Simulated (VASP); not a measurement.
Wanted: the native input for a VASP 6.6.1 run.

* Task: single point
* Functional: PBE
* Potentials or basis: VASP PAW PBE potentials, release 64 (C, O)
* Cutoff: 520 eV
* k mesh: 6 × 6 × 4
* Occupations: gaussian, width 0.02 eV
* Spin: no spin polarisation
* Dipole correction: no
* Further INCAR settings: ALGO = Normal; EDIFF = 1e-06; NBANDS = 25

The structure of CO2 lies in POSCAR:

```
CO2
1.0
    2.6332753188     -2.1743046228      0.0000000000
    2.6332753188      2.1743046228      0.0000000000
    0.0000000000      0.0000000000      6.6036428473
C O
2 4
Direct
    0.0114432570      0.0114432570      0.0000000000
    0.4885567430      0.4885567430      0.5000000000
    0.7805094585      0.1838547344      0.8999208064
    0.1838547344      0.7805094585      0.1000791936
    0.7194905415      0.3161452656      0.3999208064
    0.3161452656      0.7194905415      0.6000791936
```

This cell differs from its parent crystal: strained and its atoms moved.

One way to write it, as run:

INCAR

```
  ALGO = Normal
  EDIFF = 1E-6
  ENCUT = 520
  GGA = PE
  ISIF = 2
  ISMEAR = 0
  LASPH = True
  LCHARG = False
  LREAL = False
  LWAVE = False
  NBANDS = 25
  NELM = 60
  PREC = Accurate
  SIGMA = 0.02
```

KPOINTS

```
k-points
0
Gamma
  6 6 4
```

Potentials or basis: VASP PAW PBE potentials, release 64 (C, O).

The run is started by

```bash
$ cat potpaw_PBE.64/C/POTCAR potpaw_PBE.64/O/POTCAR > POTCAR
$ mpirun -np 1 vasp_std > vasp.out
```

It gave:

* Pressure: 30.2 GPa
* Largest force: 8.818 eV/Å
* Band gap on the k mesh: 6.15 eV (least direct gap 6.75 eV)

Caveat: the cell differs from its parent crystal (strained and its atoms moved); the stress differs along the axes, from 2 to 56 GPa; this functional lacks dispersion, which holds the molecules together, so the pressure and a relaxed volume are unreliable; forces of over 1 eV/Å act on the atoms, so gaps and moduli don't describe the material at rest.

It took 75 s on 1 thread of Intel(R) Xeon(R) Platinum 8259CL CPU @ 2.50GHz (Skylake/Cascade Lake), with other jobs on the host, peak memory 0.2 GiB.
